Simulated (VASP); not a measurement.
Set up this calculation in VASP 6.6.1, as the native input.

| Property | Result |
| --- | --- |
| Task | single point |
| Functional | PBE-based global hybrid with 25 % exact exchange |
| Potentials or basis | VASP PAW PBE potentials, release 64 (As, Ga_d) |
| Cutoff | 520 eV |
| k mesh | 5 × 5 × 5 |
| Occupations | fermi-dirac, width 0.05 eV |
| Spin | no spin polarisation |
| Dipole correction | no |
| Grid for exact exchange (PRECFOCK) | Normal |
| Share of exact exchange | 0.25 |
| Further INCAR settings | ALGO = Normal; EDIFF = 1e-07; NBANDS = 16 |

Crystal: GaAs.

```
As Ga
1.0
     0.00000    2.82685    2.82685
     2.82685    0.00000    2.82685
     2.82685    2.82685    0.00000
As Ga
1 1
Cartesian
  4.2403 4.2403 4.2403
  0.0000 0.0000 0.0000
```

The input as run:

POSCAR

```
GaAs
1.0
    0.0000000000      2.8268500000      2.8268500000
    2.8268500000      0.0000000000      2.8268500000
    2.8268500000      2.8268500000      0.0000000000
As Ga
1 1
Direct
    0.7500000000      0.7500000000      0.7500000000
    0.0000000000      0.0000000000      0.0000000000
```

INCAR.step1

```
SYSTEM = GaAs
ALGO = Normal ; EDIFF = 1E-5
ENCUT = 520 ; GGA = PE
ISIF = 2 ; ISMEAR = -1
LASPH = .TRUE. ; LREAL = .FALSE.
LWAVE = .TRUE. ; NBANDS = 16
NELM = 80 ; PREC = Accurate
SIGMA = 0.05
```

INCAR.step2

```
SYSTEM = GaAs
AEXX = 0.25 ; ALGO = Normal
EDIFF = 1E-7 ; ENCUT = 520
GGA = PE ; ISIF = 2
ISMEAR = -1 ; ISTART = 1
LASPH = .TRUE. ; LCHARG = .TRUE.
LELF = .TRUE. ; LHFCALC = .TRUE.
LREAL = .FALSE. ; LVHAR = .TRUE.
LWAVE = .FALSE. ; NBANDS = 16
NELM = 80 ; PREC = Accurate
PRECFOCK = Normal ; SIGMA = 0.05
```

KPOINTS

```
k-points
0
G
  5 5 5
  0 0 0
```

Potentials or basis: VASP PAW PBE potentials, release 64 (As, Ga_d).

Launch:

```sh
$ cat potpaw_PBE.64/As/POTCAR potpaw_PBE.64/Ga_d/POTCAR > POTCAR
$ cp INCAR.step1 INCAR
$ mpirun -np 1 vasp_std > vasp.out
$ cp INCAR.step2 INCAR
$ mpirun -np 1 vasp_std > vasp.out
```

Results of the run:

```yaml
Pressure: 0.8 GPa
Band_gap_on_the_k_mesh: 2.09 eV
```

Caveat: the PAW data sets were made with another functional, which shifts forces and pressure a little; an odd mesh through Γ misses points on the zone boundary, where band edges can lie.

It took 29 min on 1 thread of Oxide Virtual Turin-like Processor, with other jobs on the host, peak memory 0.16 GiB.
